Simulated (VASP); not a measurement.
# MgS (F-43m) in VASP: a series of runs, part 2 of 2

VASP 6.6.1. Earlier steps stand in the parts before.

## (3) Vibrations by perturbation theory, LDA

This run uses another cell than the first one, of 22.74 Å³/atom.

Input file INCAR:

```
ALGO = Normal ; EDIFF = 1E-8
ENCUT = 600 ; GGA_COMPAT = F
IBRION = 8 ; ISIF = 2
ISMEAR = 0 ; LASPH = T
LCHARG = F ; LREAL = F
LWAVE = F ; NBANDS = 11
NELM = 120 ; NSW = 1
PREC = Accurate ; SIGMA = 0.01
```

Input file KPOINTS:

```
k-points
0
Gamma
  5 5 5
```

Input file POSCAR:

```
MgS
1.0
    0.0000000000      2.8331200000      2.8331200000
    2.8331200000      0.0000000000      2.8331200000
    2.8331200000      2.8331200000      0.0000000000
Mg S
1 1
Direct
    0.0000000000      0.0000000000      0.0000000000
    0.7500000000      0.7500000000      0.7500000000
```

Potentials or basis: VASP PAW LDA potentials, release 64 (Mg, S).

Launch:

```bash
$ cat potpaw_LDA.64/Mg/POTCAR potpaw_LDA.64/S/POTCAR > POTCAR
$ mpirun -np 1 vasp_std > vasp.out
```

OUTCAR:

```text
EDIFF = 1E-8
   ENCUT = 600
   IBRION = 8
   ISIF = 2
   ISMEAR = 0
   LASPH = T
   LREAL = F
   NELM = 120
   NSW = 1
   PREC = Accurate

 ion  position               nearest neighbor table
   1  0.000  0.000  0.000-   2 2.45   2 2.45   2 2.45   2 2.45
   2  0.750  0.750  0.750-   1 2.45   1 2.45   1 2.45   1 2.45

  LATTYP: Found a face centered cubic cell.
 ALAT       =     5.6662400000

  Lattice vectors:

 A1 = (   0.0000000000,   2.8331200000,   2.8331200000)
 A2 = (   2.8331200000,   0.0000000000,   2.8331200000)
 A3 = (   2.8331200000,   2.8331200000,   0.0000000000)

Analysis of symmetry for initial positions (statically):
=====================================================================
 Subroutine PRICEL returns:
 Original cell was already a primitive cell.

 Routine SETGRP: Setting up the symmetry group for a
 face centered cubic supercell.

 Subroutine GETGRP returns: Found 24 space group operations
 (whereof 24 operations were pure point group operations)
 out of a pool of 48 trial point group operations.

The static configuration has the point symmetry T_d .

Analysis of symmetry for dynamics (positions and initial velocities):
=====================================================================
 Subroutine PRICEL returns:
 Original cell was already a primitive cell.

 Routine SETGRP: Setting up the symmetry group for a
 face centered cubic supercell.

 Subroutine GETGRP returns: Found 24 space group operations
 (whereof 24 operations were pure point group operations)
 out of a pool of 48 trial point group operations.

The dynamic configuration has the point symmetry T_d .

[... 304 lines left out ...]
    total drift:                               -0.000000     -0.000000     -0.000000

  FREE ENERGIE OF THE ION-ELECTRON SYSTEM (eV)
  ---------------------------------------------------
  free  energy   TOTEN  =        -9.3752869141 eV

  energy  without entropy=       -9.3752869141  energy(sigma->0) =       -9.37528691

[... ionic steps 2 to 3 ...]

--------------------------------------- Ionic step        4  -------------------------------------------

------------------------ aborting loop because EDIFF is reached ----------------------------------------

[... ionic steps 5 to 6 ...]

--------------------------------------- Ionic step        7  -------------------------------------------

 Free energy of the ion-electron system (eV)
  ---------------------------------------------------
  ---------------------------------------------------
  free energy    TOTEN  =        -0.10829691 eV

  energy without entropy =       -0.10829691

------------------------ aborting loop because EDIFF is reached ----------------------------------------

 INTERNAL STRAIN TENSOR  FOR ION    2  DIRECTION 1   (eV/Angst):
 -----------------------------------------------------------------------------
    -0.00499  0.00000  0.00000
     0.00000  0.00461  5.44662
     0.00000  5.44662  0.00461

 INTERNAL STRAIN TENSOR FOR ION    2 for displacements in x,y,z  (eV/Angst):
          X           Y           Z          XY          YZ          ZX
  --------------------------------------------------------------------------------
  x    -0.00000     0.00000     0.00000     0.00000     5.44662     0.00000
  y    -0.00000     0.00000    -0.00000     0.00000     0.00000     5.44662
  z     0.00000     0.00000    -0.00000     5.44662     0.00000     0.00000

 SECOND DERIVATIVES (NOT SYMMETRIZED)
 ------------------------------------
               1X          1Y          1Z          2X          2Y          2Z
  1X    -5.320948    0.000000    0.000000    5.320948    0.000000    0.000000
  1Y     0.000000   -5.320948    0.000000    0.000000    5.320948    0.000000
  1Z     0.000000    0.000000   -5.320948    0.000000    0.000000    5.320948
  2X     5.323770    0.000000    0.000000   -5.323770    0.000000    0.000000
  2Y     0.000000    5.323770    0.000000    0.000000   -5.323770    0.000000
  2Z     0.000000    0.000000    5.323770    0.000000    0.000000   -5.323770

 Eigenvectors and eigenvalues of the dynamical matrix
 ----------------------------------------------------

   1 f  =    9.699571 THz    60.944204 2PiTHz  323.542871 cm-1    40.114185 meV
             X         Y         Z           dx          dy          dz
      0.000000  0.000000  0.000000     0.138141   -0.741367    0.000000
      4.249680  4.249680  4.249680    -0.120299    0.645616    0.000000
[... 21 lines left out ...]
   6 f/i=    0.001274 THz     0.008002 2PiTHz    0.042483 cm-1     0.005267 meV
             X         Y         Z           dx          dy          dz
      0.000000  0.000000  0.000000    -0.546335   -0.364430    0.000000
      4.249680  4.249680  4.249680    -0.627363   -0.418479    0.000000

--------------------------------------------------------------------------------------------------------

 ELASTIC MODULI CONTR FROM IONIC RELAXATION (kBar)
 Direction    XX          YY          ZZ          XY          YZ          ZX
 --------------------------------------------------------------------------------
 XX          -0.0000      0.0000      0.0000     -0.0000      0.0000      0.0000
 YY           0.0000     -0.0000      0.0000     -0.0000     -0.0000     -0.0000
 ZZ           0.0000      0.0000     -0.0000      0.0000     -0.0000      0.0000
 XY          -0.0000     -0.0000      0.0000   -194.0403      0.0000      0.0000
 YZ           0.0000     -0.0000     -0.0000      0.0000   -194.0403      0.0000
 ZX           0.0000     -0.0000      0.0000      0.0000      0.0000   -194.0403
 --------------------------------------------------------------------------------
```

OSZICAR:

```text
N       E                     dE             d eps       ncg     rms          rms(c)
DAV:   1     0.255273612765E+02    0.25527E+02   -0.39581E+03   220   0.656E+02
DAV:   2    -0.765417213942E+01   -0.33182E+02   -0.31046E+02   276   0.999E+01
DAV:   3    -0.991785212855E+01   -0.22637E+01   -0.22576E+01   277   0.288E+01
DAV:   4    -0.993840098973E+01   -0.20549E-01   -0.20547E-01   260   0.327E+00
[... 39 lines left out ...]
RMM:   9    -0.108297225849E+00    0.10711E-05   -0.10310E-08  1031   0.136E-04    0.561E-05
RMM:  10    -0.108296813002E+00    0.41285E-06   -0.25314E-09  1061   0.548E-05    0.390E-05
RMM:  11    -0.108296894313E+00   -0.81311E-07   -0.38993E-08  1078   0.146E-05    0.114E-05
RMM:  12    -0.108296904851E+00   -0.10537E-07   -0.32288E-08  1035   0.764E-06    0.219E-06
RMM:  13    -0.108296905812E+00   -0.96086E-09   -0.12552E-08   798   0.686E-06    0.773E-07
 Linear response finished
```

Wall time 36 s (1 thread of Intel Xeon Platinum 8375C at 2.90GHz (Ice Lake), shared host); peak memory 0.21 GiB.

What came out:

```
Highest phonon frequency at Γ, LO-TO splitting left out : 324 cm⁻¹
```

Phonon frequencies in cm⁻¹ (negative: imaginary):
```
              q point        frequencies
(0.000, 0.000, 0.000)  0 0 0 324 324 324
```

Caveat: the k points lie up to 0.38 Å⁻¹ apart; the cell stands under pressure or tension, which shifts response properties.

## (4) Vibrations by perturbation theory, LDA

This run uses another cell than the first one, of 23.42 Å³/atom.

Input file INCAR:

```
SYSTEM = MgS
PREC = Accurate ; ENCUT = 600
EDIFF = 1E-8 ; ISMEAR = 0
SIGMA = 0.01 ; LREAL = .False.
LASPH = .True. ; NELM = 120
ALGO = Normal ; ISIF = 2
LWAVE = .False. ; LCHARG = .False.
NBANDS = 11 ; IBRION = 8
NSW = 1 ; GGA_COMPAT = .False.
```

Input file KPOINTS:

```
regular mesh
0
Gamma
  5 5 5
  0 0 0
```

Input file POSCAR:

```
MgS
1.0
    0.0000000000      2.8611725175      2.8611725175
    2.8611725175      0.0000000000      2.8611725175
    2.8611725175      2.8611725175      0.0000000000
Mg S
1 1
Direct
    0.0000000000      0.0000000000      0.0000000000
    0.7500000000      0.7500000000      0.7500000000
```

Potentials or basis: VASP PAW LDA potentials, release 64 (Mg, S).

Launch:

```bash
$ cat potpaw_LDA.64/Mg/POTCAR potpaw_LDA.64/S/POTCAR > POTCAR
$ mpirun -np 1 vasp_std > vasp.out
```

OUTCAR:

```text
SYSTEM = MgS
   PREC = Accurate
   ENCUT = 600
   EDIFF = 1E-8
   ISMEAR = 0
   LREAL = .False.
   LASPH = .True.
   NELM = 120
   ISIF = 2
   IBRION = 8
   NSW = 1

 ion  position               nearest neighbor table
   1  0.000  0.000  0.000-   2 2.48   2 2.48   2 2.48   2 2.48
   2  0.750  0.750  0.750-   1 2.48   1 2.48   1 2.48   1 2.48

  LATTYP: Found a face centered cubic cell.
 ALAT       =     5.7223450350

  Lattice vectors:

 A1 = (   0.0000000000,   2.8611725175,   2.8611725175)
 A2 = (   2.8611725175,   0.0000000000,   2.8611725175)
 A3 = (   2.8611725175,   2.8611725175,   0.0000000000)

Analysis of symmetry for initial positions (statically):
=====================================================================
 Subroutine PRICEL returns:
 Original cell was already a primitive cell.

 Routine SETGRP: Setting up the symmetry group for a
 face centered cubic supercell.

 Subroutine GETGRP returns: Found 24 space group operations
 (whereof 24 operations were pure point group operations)
 out of a pool of 48 trial point group operations.

The static configuration has the point symmetry T_d .

Analysis of symmetry for dynamics (positions and initial velocities):
=====================================================================
 Subroutine PRICEL returns:
 Original cell was already a primitive cell.

 Routine SETGRP: Setting up the symmetry group for a
 face centered cubic supercell.

 Subroutine GETGRP returns: Found 24 space group operations
 (whereof 24 operations were pure point group operations)
 out of a pool of 48 trial point group operations.

The dynamic configuration has the point symmetry T_d .

 Subroutine INISYM returns: Found 24 space group operations
 (whereof 24 operations are pure point group operations),
 and found     1 'primitive' translations

----------------------------------------------------------------------------------------

                                     Primitive cell

  volume of cell :      46.8449

  direct lattice vectors                    reciprocal lattice vectors
     0.000000000  2.861172518  2.861172518    -0.174753531  0.174753531  0.174753531
     2.861172518  0.000000000  2.861172518     0.174753531 -0.174753531  0.174753531
     2.861172518  2.861172518  0.000000000     0.174753531  0.174753531 -0.174753531

  length of vectors
     4.046308979  4.046308979  4.046308979     0.302681994  0.302681994  0.302681994

  position of ions in fractional coordinates (direct lattice)
     0.000000000  0.000000000  0.000000000
     0.750000000  0.750000000  0.750000000

  ion indices of the primitive-cell ions
   primitive index   ion index
                 1           1
[... 118 lines left out ...]
      2       0.6997      2.00000
      3       0.6997      2.00000
      4       0.6997      2.00000
      5       3.7372      0.00000
      6       8.3818      0.00000
      7       8.3818      0.00000
      8       8.3818      0.00000
      9      11.3721      0.00000
     10      11.3721      0.00000
     11      13.7872      0.00000
[... 114 lines left out ...]
  band No.  band energies     occupation
      1      -9.6224      2.00000
      2      -1.7553      2.00000
      3      -0.9212      2.00000
      4      -0.2896      2.00000
      5       6.0312      0.00000
      6       7.7127      0.00000
      7       8.1341      0.00000
      8      10.1881      0.00000
      9      11.8451      0.00000
     10      13.0843      0.00000
     11      15.4929      0.00000

------------------------ aborting loop because EDIFF is reached ----------------------------------------

  FORCE on cell =-STRESS in cart. coord.  units (eV):
  Direction    XX          YY          ZZ          XY          YZ          ZX
  --------------------------------------------------------------------------------------
  -------------------------------------------------------------------------------------
  Total       -1.1488488     -1.1488488     -1.1488488     -0.0000000      0.0000000     -0.0000000
  in kB      -39.2926495    -39.2926495    -39.2926495     -0.0000000      0.0000000     -0.0000000
  external PRESSURE =     -39.2926495 kB  Pullay stress =       0.0000000 kB

 VOLUME and BASIS-vectors are now :
 -----------------------------------------------------------------------------
  energy-cutoff  :      600.00
  volume of cell :       46.84
      direct lattice vectors                 reciprocal lattice vectors
     0.000000000  2.861172518  2.861172518    -0.174753531  0.174753531  0.174753531
     2.861172518  0.000000000  2.861172518     0.174753531 -0.174753531  0.174753531
     2.861172518  2.861172518  0.000000000     0.174753531  0.174753531 -0.174753531

 POSITION                                       TOTAL-FORCE (eV/Angst)
 -----------------------------------------------------------------------------------
      0.00000      0.00000      0.00000         0.000000     -0.000000      0.000000
      4.29176      4.29176      4.29176        -0.000000      0.000000     -0.000000
 -----------------------------------------------------------------------------------
    total drift:                                0.000000      0.000000      0.000000

  FREE ENERGIE OF THE ION-ELECTRON SYSTEM (eV)
  ---------------------------------------------------
  free  energy   TOTEN  =        -9.3478823867 eV

  energy  without entropy=       -9.3478823867  energy(sigma->0) =       -9.34788239

[... ionic steps 2 to 3 ...]

--------------------------------------- Ionic step        4  -------------------------------------------

------------------------ aborting loop because EDIFF is reached ----------------------------------------

[... ionic steps 5 to 6 ...]

--------------------------------------- Ionic step        7  -------------------------------------------

 Free energy of the ion-electron system (eV)
  ---------------------------------------------------
  ---------------------------------------------------
  free energy    TOTEN  =        -0.10829445 eV

  energy without entropy =       -0.10829445

------------------------ aborting loop because EDIFF is reached ----------------------------------------

 INTERNAL STRAIN TENSOR  FOR ION    2  DIRECTION 1   (eV/Angst):
 -----------------------------------------------------------------------------
    -0.00480  0.00000  0.00000
     0.00000  0.00450  4.56623
     0.00000  4.56623  0.00450

 INTERNAL STRAIN TENSOR FOR ION    2 for displacements in x,y,z  (eV/Angst):
          X           Y           Z          XY          YZ          ZX
  --------------------------------------------------------------------------------
  x    -0.00000     0.00000     0.00000     0.00000     4.56623     0.00000
  y    -0.00000     0.00000    -0.00000     0.00000     0.00000     4.56623
  z     0.00000     0.00000    -0.00000     4.56623     0.00000     0.00000

 SECOND DERIVATIVES (NOT SYMMETRIZED)
 ------------------------------------
               1X          1Y          1Z          2X          2Y          2Z
  1X    -4.829258   -0.000000   -0.000000    4.829258    0.000000    0.000000
  1Y    -0.000000   -4.829258   -0.000000    0.000000    4.829258    0.000000
  1Z    -0.000000   -0.000000   -4.829258    0.000000    0.000000    4.829258
  2X     4.831789    0.000000    0.000000   -4.831789    0.000000    0.000000
  2Y     0.000000    4.831789    0.000000    0.000000   -4.831789    0.000000
  2Z     0.000000    0.000000    4.831789    0.000000    0.000000   -4.831789

 Eigenvectors and eigenvalues of the dynamical matrix
 ----------------------------------------------------

   1 f  =    9.240546 THz    58.060066 2PiTHz  308.231451 cm-1    38.215812 meV
             X         Y         Z           dx          dy          dz
      0.000000  0.000000  0.000000     0.000000    0.000000    0.754129
      4.291759  4.291759  4.291759     0.000000    0.000000   -0.656727
[... 21 lines left out ...]
   6 f/i=    0.001199 THz     0.007534 2PiTHz    0.039997 cm-1     0.004959 meV
             X         Y         Z           dx          dy          dz
      0.000000  0.000000  0.000000     0.089291   -0.633770   -0.147150
      4.291759  4.291759  4.291759     0.102534   -0.727767   -0.168975

--------------------------------------------------------------------------------------------------------

 ELASTIC MODULI CONTR FROM IONIC RELAXATION (kBar)
 Direction    XX          YY          ZZ          XY          YZ          ZX
 --------------------------------------------------------------------------------
 XX          -0.0000      0.0000      0.0000     -0.0000      0.0000      0.0000
 YY           0.0000     -0.0000      0.0000     -0.0000     -0.0000     -0.0000
 ZZ           0.0000      0.0000     -0.0000      0.0000     -0.0000      0.0000
 XY          -0.0000     -0.0000      0.0000   -145.7008      0.0000      0.0000
 YZ           0.0000     -0.0000     -0.0000      0.0000   -145.7008     -0.0000
 ZX           0.0000     -0.0000      0.0000      0.0000     -0.0000   -145.7008
 --------------------------------------------------------------------------------
```

OSZICAR:

```text
N       E                     dE             d eps       ncg     rms          rms(c)
DAV:   1     0.263353126476E+02    0.26335E+02   -0.34651E+03   220   0.629E+02
DAV:   2    -0.758333205691E+01   -0.33919E+02   -0.32738E+02   277   0.106E+02
DAV:   3    -0.989422791435E+01   -0.23109E+01   -0.23057E+01   268   0.297E+01
DAV:   4    -0.991517725847E+01   -0.20949E-01   -0.20946E-01   256   0.336E+00
[... 39 lines left out ...]
RMM:   9    -0.108294638884E+00    0.99446E-06   -0.97789E-09  1023   0.137E-04    0.303E-05
RMM:  10    -0.108294357082E+00    0.28180E-06    0.51270E-09  1084   0.441E-05    0.362E-05
RMM:  11    -0.108294431576E+00   -0.74494E-07   -0.17016E-08  1084   0.141E-05    0.940E-06
RMM:  12    -0.108294444798E+00   -0.13222E-07   -0.39878E-08  1067   0.882E-06    0.267E-06
RMM:  13    -0.108294448943E+00   -0.41451E-08    0.17370E-08   800   0.788E-06    0.207E-07
 Linear response finished
```

stdout:

```text
POSCAR found type information on POSCAR MgS
 POSCAR found :  2 types and       2 ions
 scaLAPACK will be used
 LDA part: xc-table for (Slater(with rela. corr.)+CA(PZ))
 , standard interpolation
 POSCAR, INCAR and KPOINTS ok, starting setup
 FFT: planning ... GRIDC
 FFT: planning ... GRID_SOFT
 FFT: planning ... GRID
 WAVECAR not read
 entering main loop
 Linear response reoptimize wavefunctions to high precision
 Linear response DOF=           2
 Linear response progress:
 first order change of Fermi-energy   0.50824E-05
 force on displaced ion       1 direction 1 :  -4.829  -0.000  -0.000
 Linear response progress:
 first order change of Fermi-energy   0.38887E-03
 force on displaced ion       2 direction 1 :  -4.832  -0.000  -0.000
 Linear response finished
```

It took 35 s on 1 thread of Intel Xeon Platinum 8375C at 2.90GHz (Ice Lake), shared host; peak memory 0.21 GiB.

Results:

| Property | Result |
| --- | --- |
| Highest phonon frequency at Γ, LO-TO splitting left out | 308 cm⁻¹ |

Phonon frequencies in cm⁻¹ (negative: imaginary):
```
              q point        frequencies
(0.000, 0.000, 0.000)  0 0 0 308 308 308
```

Caveat: the k points lie up to 0.38 Å⁻¹ apart; the cell stands under pressure or tension, which shifts response properties.
